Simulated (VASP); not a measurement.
# Au (Fm-3m) in VASP: notebook

Runs on Au. Level: PBEsol. Tasks: single point.

Everything below comes from runs of VASP 6.6.1. Logs are shortened: lines on timing, memory, paths and dates and some standing lists are left out, and cuts for length are marked.

**1. The cell of the first run**

It takes space group Fm-3m (No. 225, cubic). Conventional cell: a = 3.885 Å, b = 3.885 Å, c = 3.885 Å, α = 90.00°, β = 90.00°, γ = 90.00°. Au (site symmetry m-3m) has 12 Au at 2.75 Å within 3.6 Å.

**2. Single point, PBEsol**

File INCAR:

```
SYSTEM = Au
PREC = Accurate ; ENCUT = 500
EDIFF = 1E-6 ; ISMEAR = 0
SIGMA = 0.1 ; LREAL = .FALSE.
LASPH = .TRUE. ; NELM = 120
ALGO = Normal ; ISIF = 2
LWAVE = .FALSE. ; LCHARG = .FALSE.
GGA = PS ; NBANDS = 12
GGA_COMPAT = .FALSE.
```

File KPOINTS:

```
regular mesh
0
G
  10 10 10
  0 0 0
```

File POSCAR:

```
Au
1.0
    0.0000000000      1.9425508548      1.9425508548
    1.9425508548      0.0000000000      1.9425508548
    1.9425508548      1.9425508548      0.0000000000
Au
1
Direct
    0.0000000000      0.0000000000      0.0000000000
```

Potentials or basis: VASP PAW PBE potentials, release 64 (Au).

Run with:

```sh
cat potpaw_PBE.64/Au/POTCAR > POTCAR
mpirun -np 1 vasp_std > vasp.out
```

OUTCAR:

```text
SYSTEM = Au
   PREC = Accurate
   ENCUT = 500
   EDIFF = 1E-6
   ISMEAR = 0
   LREAL = .FALSE.
   LASPH = .TRUE.
   NELM = 120
   ISIF = 2
   GGA = PS

 ion  position               nearest neighbor table
   1  0.000  0.000  0.000-

  LATTYP: Found a face centered cubic cell.
 ALAT       =     3.8851017096

  Lattice vectors:

 A1 = (   0.0000000000,   1.9425508548,   1.9425508548)
 A2 = (   1.9425508548,   0.0000000000,   1.9425508548)
 A3 = (   1.9425508548,   1.9425508548,   0.0000000000)

Analysis of symmetry for initial positions (statically):
=====================================================================
 Subroutine PRICEL returns:
 Original cell was already a primitive cell.

 Routine SETGRP: Setting up the symmetry group for a
 face centered cubic supercell.

 Subroutine GETGRP returns: Found 48 space group operations
 (whereof 48 operations were pure point group operations)
 out of a pool of 48 trial point group operations.

The static configuration has the point symmetry O_h .

Analysis of symmetry for dynamics (positions and initial velocities):
=====================================================================
 Subroutine PRICEL returns:
 Original cell was already a primitive cell.

 Routine SETGRP: Setting up the symmetry group for a
 face centered cubic supercell.

 Subroutine GETGRP returns: Found 48 space group operations
 (whereof 48 operations were pure point group operations)
 out of a pool of 48 trial point group operations.

The dynamic configuration has the point symmetry O_h .

 Subroutine INISYM returns: Found 48 space group operations
 (whereof 48 operations are pure point group operations),
 and found     1 'primitive' translations

----------------------------------------------------------------------------------------

                                     Primitive cell

  volume of cell :      14.6604

  direct lattice vectors                    reciprocal lattice vectors
     0.000000000  1.942550855  1.942550855    -0.257393519  0.257393519  0.257393519
     1.942550855  0.000000000  1.942550855     0.257393519 -0.257393519  0.257393519
     1.942550855  1.942550855  0.000000000     0.257393519  0.257393519 -0.257393519

  length of vectors
     2.747181764  2.747181764  2.747181764     0.445818652  0.445818652  0.445818652

  position of ions in fractional coordinates (direct lattice)
     0.000000000  0.000000000  0.000000000

  ion indices of the primitive-cell ions
   primitive index   ion index
                 1           1

----------------------------------------------------------------------------------------

 KPOINTS: regular mesh

Automatic generation of k-mesh.
 Grid dimensions read from file:
 generate k-points for:   10   10   10

 Generating k-lattice:

  Cartesian coordinates                     Fractional coordinates (reciprocal lattice)
    -0.025739352  0.025739352  0.025739352     0.100000000  0.000000000  0.000000000
     0.025739352 -0.025739352  0.025739352     0.000000000  0.100000000  0.000000000
     0.025739352  0.025739352 -0.025739352     0.000000000  0.000000000  0.100000000

  Length of vectors
     0.044581865  0.044581865  0.044581865

  Shift w.r.t. Gamma in fractional coordinates (k-lattice)
     0.000000000  0.000000000  0.000000000

 Subroutine IBZKPT returns following result:
 ===========================================

 Found     47 irreducible k-points:

 Following reciprocal coordinates:
            Coordinates               Weight
  0.000000  0.000000  0.000000      1.000000
  0.100000  0.000000  0.000000      8.000000
  0.200000  0.000000  0.000000      8.000000
  0.300000  0.000000  0.000000      8.000000
  0.400000  0.000000  0.000000      8.000000
  0.500000  0.000000  0.000000      4.000000
[... 16 lines left out ...]
  0.300000  0.300000  0.000000      6.000000
  0.400000  0.300000  0.000000     24.000000
 [... further k-points ...]
   k-points           NKPTS =     47   k-points in BZ     NKDIM =     47   number of bands    NBANDS=     12
   number of dos      NEDOS =    301   number of ions     NIONS =      1
   total plane-waves  NPLWV =   8000
   dimension x,y,z NGX =    20 NGY =   20 NGZ =   20
   dimension x,y,z NGXF=    40 NGYF=   40 NGZF=   40
   ions per type =               1
   NGX,Y,Z   is equivalent  to a cutoff of  12.10, 12.10, 12.10 a.u.
   NGXF,Y,Z  is equivalent  to a cutoff of  24.21, 24.21, 24.21 a.u.
 SYSTEM =  Au
   PREC   = accura    normal or accurate (medium, high low for compatibility)
   ISTART =      0    job   : 0-new  1-cont  2-samecut
   ICHARG =      2    charge: 1-file 2-atom 10-const
   ISPIN  =      1    spin polarized calculation?
   LNONCOLLINEAR =      F non collinear calculations
   LSORBIT =      F    spin-orbit coupling
   LASPH  =      T    aspherical Exc in radial PAW
   ENCUT  =  500.0 eV  36.75 Ry    6.06 a.u.   5.01  5.01  5.01*2*pi/ulx,y,z
   NELM   =    120;   NELMIN=  2; NELMDL= -5     # of ELM steps
   EDIFF  = 0.1E-05   stopping-criterion for ELM
   LREAL  =      F    real-space projection
[... 7 lines left out ...]
   TEBEG  =    0.0;   TEEND  =   0.0 temperature during run
   PSTRESS=    0.0 pullay stress
   NELECT =      11.0000    total number of electrons
   NUPDOWN=      -1.0000    fix difference up-down
   EMIN   =  10.00;   EMAX   =-10.00  energy-range for DOS
   EFERMI =   0.00;   METHOD = LEGACY
   ISMEAR =     0;   SIGMA  =   0.10  broadening in eV -4-tet -1-fermi 0-gaus
   EFERMI_NEDOS =   21; number of points for ismear=-14 and -15
   IALGO  =     38    algorithm
   IMIX   =      4    mixing-type and parameters
     AMIX     =   0.40;   BMIX     =  1.00
     AMIX_MAG =   1.60;   BMIX_MAG =  1.00
  volume/ion in A,a.u.               =      14.66        98.93
  Fermi-wavevector in a.u.,A,eV,Ry     =   1.487613  2.811181 30.109594  2.212993
  Thomas-Fermi vector in A             =   2.600752
   LORBIT       =      0    0 simple, 1 ext, 2 COOP (PROOUT), +10 PAW based schemes
   GGA     = PS    functional components
   LHFCALC =     F    Hartree Fock is set to
   AEXX    =    0.0000 exact exchange contribution
   IVDW    =     0    specifies the selected vdW correction
   LEPSILON=     F    determine dielectric tensor
   LRPA    =     F    only Hartree local field effects (RPA)
 non-spin polarized calculation
 Gauss-broadening in eV      SIGMA  =   0.10
  energy-cutoff  :      500.00
  volume of cell :       14.66
 maximum number of plane-waves:       388
   NGX =  9   NGY =  9   NGZ =  9

 number of electron      10.9999999 magnetization

 Free energy of the ion-electron system (eV)
  ---------------------------------------------------
  ext. energy  EPLUGINS =         0.00000000
  ---------------------------------------------------
  free energy    TOTEN  =        -3.65249930 eV

  energy without entropy =       -3.64909550  energy(sigma->0) =       -3.65079740

 E-fermi :  12.0206     XC(G=0): -13.7928

 val. band max:       11.9837137234   @ k =  -0.2000   0.3000   0.1000
 cond. band min:      12.2462156525   @ k =   0.5000   0.3000   0.1000
 fundamental gap:      0.2625019291
 Fermi energy:        12.0205782020

 k-point     1 :       0.0000    0.0000    0.0000
  band No.  band energies     occupation
      1       0.3754      2.00000
      2       6.4214      2.00000
      3       6.4214      2.00000
      4       6.4214      2.00000
      5       8.4120      2.00000
      6       8.4120      2.00000
      7      26.1795      0.00000
      8      31.0587      0.00000
      9      31.0587      0.00000
     10      31.0587      0.00000
     11      36.4466      0.00000
     12      43.0630      0.00000

 k-point     2 :       0.1000    0.0000    0.0000
  band No.  band energies     occupation
      1       0.7717      2.00000
      2       6.2748      2.00000
      3       6.5640      2.00000
      4       6.5640      2.00000
      5       8.3451      2.00000
      6       8.3451      2.00000
      7      26.7264      0.00000
      8      29.1715      0.00000
      9      31.6288      0.00000
     10      31.6288      0.00000
     11      37.8597      0.00000
     12      40.2602      0.00000

 k-point     3 :       0.2000    0.0000    0.0000
  band No.  band energies     occupation
      1       1.8165      2.00000
      2       6.0765      2.00000
      3       6.7819      2.00000
      4       6.7819      2.00000
      5       8.3852      2.00000
      6       8.3852      2.00000
      7      25.9144      0.00000
      8      27.7404      0.00000
      9      33.1005      0.00000
     10      33.1005      0.00000
     11      35.2655      0.00000
     12      37.6172      0.00000

 k-point     4 :       0.3000    0.0000    0.0000
  band No.  band energies     occupation
      1       2.8527      2.00000
      2       6.6350      2.00000
      3       6.6862      2.00000
      4       6.6862      2.00000
      5       8.9315      2.00000
      6       8.9315      2.00000
      7      22.1716      0.00000
      8      27.2041      0.00000
      9      33.2023      0.00000
     10      33.2023      0.00000
     11      35.6321      0.00000
     12      36.3767      0.00000

 k-point     5 :       0.4000    0.0000    0.0000
  band No.  band energies     occupation
      1       3.1484      2.00000
      2       6.4612      2.00000
      3       6.4612      2.00000
      4       8.6068      2.00000
      5       9.6507      2.00000
      6       9.6507      2.00000
      7      18.2425      0.00000
      8      26.0874      0.00000
      9      31.0649      0.00000
     10      31.0649      0.00000
     11      38.3200      0.00000
     12      38.3202      0.00000

 k-point     6 :       0.5000    0.0000    0.0000
  band No.  band energies     occupation
      1       3.1499      2.00000
      2       6.3633      2.00000
      3       6.3633      2.00000
      4       9.9755      2.00000
      5       9.9755      2.00000
      6      10.2492      2.00000
      7      15.9762      0.00000
      8      25.6642      0.00000
      9      30.1883      0.00000
     10      30.1883      0.00000
     11      39.3334      0.00000
     12      39.3334      0.00000

 k-point     7 :       0.1000    0.1000    0.0000
  band No.  band energies     occupation
      1       0.9058      2.00000
      2       6.1093      2.00000
      3       6.6854      2.00000
      4       6.6854      2.00000
      5       8.0722      2.00000
      6       8.5433      2.00000
      7      26.9457      0.00000
      8      29.8298      0.00000
      9      30.9855      0.00000
     10      30.9855      0.00000
     11      39.3434      0.00000
     12      39.7193      0.00000

 k-point     8 :       0.2000    0.1000    0.0000
  band No.  band energies     occupation
      1       1.7544      2.00000
      2       5.8073      2.00000
      3       6.9250      2.00000
      4       6.9732      2.00000
      5       7.8988      2.00000
      6       8.6966      2.00000
      7      27.2791      0.00000
      8      28.0101      0.00000
      9      31.0453      0.00000
     10      32.0722      0.00000
     11      36.1151      0.00000
     12      37.8809      0.00000
[... 166 lines left out ...]
 k-point    20 :      -0.4000    0.2000    0.0000
  band No.  band energies     occupation
      1       4.2032      2.00000
      2       5.7184      2.00000
      3       7.0761      2.00000
      4       7.2691      2.00000
      5       9.5649      2.00000
      6      13.7760      0.00000
      7      16.6517      0.00000
      8      24.7729      0.00000
      9      28.4147      0.00000
     10      29.2357      0.00000
     11      37.9330      0.00000
     12      39.0523      0.00000

 k-point    21 :      -0.3000    0.2000    0.0000
  band No.  band energies     occupation
      1       4.3309      2.00000
      2       5.9183      2.00000
      3       6.3350      2.00000
      4       7.3257      2.00000
      5       8.6441      2.00000
      6      11.8887      1.93777
      7      20.2384      0.00000
      8      24.6397      0.00000
      9      28.6188      0.00000
     10      31.9660      0.00000
     11      34.8512      0.00000
     12      39.2704      0.00000

 k-point    22 :      -0.2000    0.2000    0.0000
  band No.  band energies     occupation
      1       3.7310      2.00000
      2       5.5763      2.00000
      3       6.4993      2.00000
      4       7.5405      2.00000
      5       7.7407      2.00000
      6      10.4077      2.00000
      7      23.4575      0.00000
      8      25.9295      0.00000
      9      29.6984      0.00000
     10      32.2596      0.00000
     11      34.9807      0.00000
     12      39.8318      0.00000

 k-point    23 :       0.3000    0.3000    0.0000
  band No.  band energies     occupation
      1       3.6016      2.00000
      2       4.5626      2.00000
      3       7.6649      2.00000
      4       8.6010      2.00000
      5       8.6010      2.00000
      6       9.3662      2.00000
      7      26.3789      0.00000
      8      26.3789      0.00000
      9      27.4400      0.00000
     10      29.9262      0.00000
     11      31.3696      0.00000
     12      40.1648      0.00000

 k-point    24 :       0.4000    0.3000    0.0000
  band No.  band energies     occupation
      1       3.8567      2.00000
      2       4.3920      2.00000
      3       7.7205      2.00000
      4       8.7515      2.00000
      5       9.8808      2.00000
      6      10.4028      2.00000
      7      22.7324      0.00000
      8      25.2079      0.00000
      9      25.4032      0.00000
     10      30.8338      0.00000
     11      33.0846      0.00000
     12      40.3273      0.00000

 [... further k-points ...]
[... 5 lines left out ...]
  --------------------------------------------------------------------------------------
  -------------------------------------------------------------------------------------
  Total        3.6239457      3.6239457      3.6239457      0.0000000      0.0000000      0.0000000
  in kB      396.0454956    396.0454956    396.0454956      0.0000000      0.0000000      0.0000000
  external PRESSURE =     396.0454956 kB  Pullay stress =       0.0000000 kB

 VOLUME and BASIS-vectors are now :
 -----------------------------------------------------------------------------
  energy-cutoff  :      500.00
  volume of cell :       14.66
      direct lattice vectors                 reciprocal lattice vectors
     0.000000000  1.942550855  1.942550855    -0.257393519  0.257393519  0.257393519
     1.942550855  0.000000000  1.942550855     0.257393519 -0.257393519  0.257393519
     1.942550855  1.942550855  0.000000000     0.257393519  0.257393519 -0.257393519

 POSITION                                       TOTAL-FORCE (eV/Angst)
 -----------------------------------------------------------------------------------
      0.00000      0.00000      0.00000         0.000000      0.000000      0.000000
 -----------------------------------------------------------------------------------
    total drift:                                0.000000      0.000000      0.000000

  FREE ENERGIE OF THE ION-ELECTRON SYSTEM (eV)
  ---------------------------------------------------
  free  energy   TOTEN  =        -3.6524992970 eV

  energy  without entropy=       -3.6490955009  energy(sigma->0) =       -3.65079740
```

Wall time 13 s (1 thread of Intel Xeon 8259CL, shared host); peak memory 0.13 GiB.

What came out:

* Free energy: -3.6525 eV
* Pressure: 39.6 GPa

Levels at points of the mesh, in eV from the Fermi level:
```csv
k point,band 3,band 4,band 5,band 6,band 7,band 8,band 9,band 10
"(0.00, 0.00, 0.00)",-5.60,-5.60,-3.61,-3.61,14.16,19.04,19.04,19.04
"(0.50, 0.00, 0.00)",-5.66,-2.05,-2.05,-1.77,3.96,13.64,18.17,18.17
"(0.50, 0.50, 0.00)",-2.09,-1.62,-1.62,0.51,7.09,10.36,10.36,18.89
```

Caveat: the PAW data sets were made with another functional, which shifts forces and pressure a little; spin-orbit coupling is left out, which moves the levels of the heavy elements.

**3. Single point, PBEsol**

This run uses another cell than the first one, of 13.99 Å³/atom, 0.954 times its volume.

File INCAR:

```
PREC = Accurate
ENCUT = 500
EDIFF = 1E-6
ISMEAR = 0
SIGMA = 0.1
LREAL = False
LASPH = True
NELM = 120
ALGO = Normal
ISIF = 2
LWAVE = False
LCHARG = False
GGA = PS
NBANDS = 12
GGA_COMPAT = False
```

File KPOINTS:

```
Automatic mesh
0
Gamma
  10 10 10
```

File POSCAR:

```
Au
1.0
    0.0000000000      1.9123102427      1.9123102427
    1.9123102427      0.0000000000      1.9123102427
    1.9123102427      1.9123102427      0.0000000000
Au
1
Direct
    0.0000000000      0.0000000000      0.0000000000
```

Potentials or basis: VASP PAW PBE potentials, release 64 (Au).

Run with:

```sh
cat potpaw_PBE.64/Au/POTCAR > POTCAR
mpirun -np 1 vasp_std > vasp.out
```

OUTCAR:

```text
PREC = Accurate
   ENCUT = 500
   EDIFF = 1E-6
   ISMEAR = 0
   LREAL = False
   LASPH = True
   NELM = 120
   ISIF = 2
   GGA = PS

 ion  position               nearest neighbor table
   1  0.000  0.000  0.000-

  LATTYP: Found a face centered cubic cell.
 ALAT       =     3.8246204854

  Lattice vectors:

 A1 = (   0.0000000000,   1.9123102427,   1.9123102427)
 A2 = (   1.9123102427,   0.0000000000,   1.9123102427)
 A3 = (   1.9123102427,   1.9123102427,   0.0000000000)

Analysis of symmetry for initial positions (statically):
[... 530 lines left out ...]
      6      11.3016      2.00000
      7      23.9970      0.00000
      8      26.4537      0.00000
      9      26.7992      0.00000
     10      32.2948      0.00000
     11      34.5429      0.00000
     12      41.6225      0.00000

 [... further k-points ...]
[... 5 lines left out ...]
  --------------------------------------------------------------------------------------
  -------------------------------------------------------------------------------------
  Total        5.2099668      5.2099668      5.2099668     -0.0000000      0.0000000     -0.0000000
  in kB      596.8160391    596.8160391    596.8160391     -0.0000000      0.0000000     -0.0000000
  external PRESSURE =     596.8160391 kB  Pullay stress =       0.0000000 kB

 VOLUME and BASIS-vectors are now :
 -----------------------------------------------------------------------------
  energy-cutoff  :      500.00
  volume of cell :       13.99
      direct lattice vectors                 reciprocal lattice vectors
     0.000000000  1.912310243  1.912310243    -0.261463851  0.261463851  0.261463851
     1.912310243  0.000000000  1.912310243     0.261463851 -0.261463851  0.261463851
     1.912310243  1.912310243  0.000000000     0.261463851  0.261463851 -0.261463851

 POSITION                                       TOTAL-FORCE (eV/Angst)
 -----------------------------------------------------------------------------------
      0.00000      0.00000      0.00000        -0.000000     -0.000000     -0.000000
 -----------------------------------------------------------------------------------
    total drift:                                0.000000      0.000000      0.000000

  FREE ENERGIE OF THE ION-ELECTRON SYSTEM (eV)
  ---------------------------------------------------
  free  energy   TOTEN  =        -3.4449067567 eV

  energy  without entropy=       -3.4417841415  energy(sigma->0) =       -3.44334545
```

OSZICAR:

```text
N       E                     dE             d eps       ncg     rms          rms(c)
DAV:   1     0.481510019472E+02    0.48151E+02   -0.55910E+03  1184   0.802E+02
DAV:   2    -0.313448046127E+01   -0.51285E+02   -0.48832E+02  1348   0.192E+02
DAV:   3    -0.376293035590E+01   -0.62845E+00   -0.62789E+00  1360   0.201E+01
DAV:   4    -0.376477504912E+01   -0.18447E-02   -0.18446E-02  1364   0.125E+00
DAV:   5    -0.376478574249E+01   -0.10693E-04   -0.10695E-04  1380   0.878E-02    0.179E+01
DAV:   6    -0.349093423391E+01    0.27385E+00   -0.52876E-01  1252   0.625E+00    0.105E+01
DAV:   7    -0.344915309343E+01    0.41781E-01   -0.13374E-01  1300   0.309E+00    0.300E+00
DAV:   8    -0.344490222535E+01    0.42509E-02   -0.79891E-03  1228   0.847E-01    0.299E-01
DAV:   9    -0.344490452841E+01   -0.23031E-05   -0.25491E-05  1376   0.480E-02    0.199E-02
DAV:  10    -0.344490662255E+01   -0.20941E-05   -0.14136E-06  1324   0.762E-03    0.693E-03
DAV:  11    -0.344490675666E+01   -0.13411E-06   -0.39021E-08   668   0.177E-03
   1 F= -.34449068E+01 E0= -.34433454E+01  d E =-.312262E-02
```

Wall time 12 s (1 thread of Intel Xeon 8259CL, shared host); peak memory 0.13 GiB.

What came out:

```yaml
Free_energy: -3.4449 eV
Pressure: 59.7 GPa
```

Caveat: the PAW data sets were made with another functional, which shifts forces and pressure a little; spin-orbit coupling is left out, which moves the levels of the heavy elements.
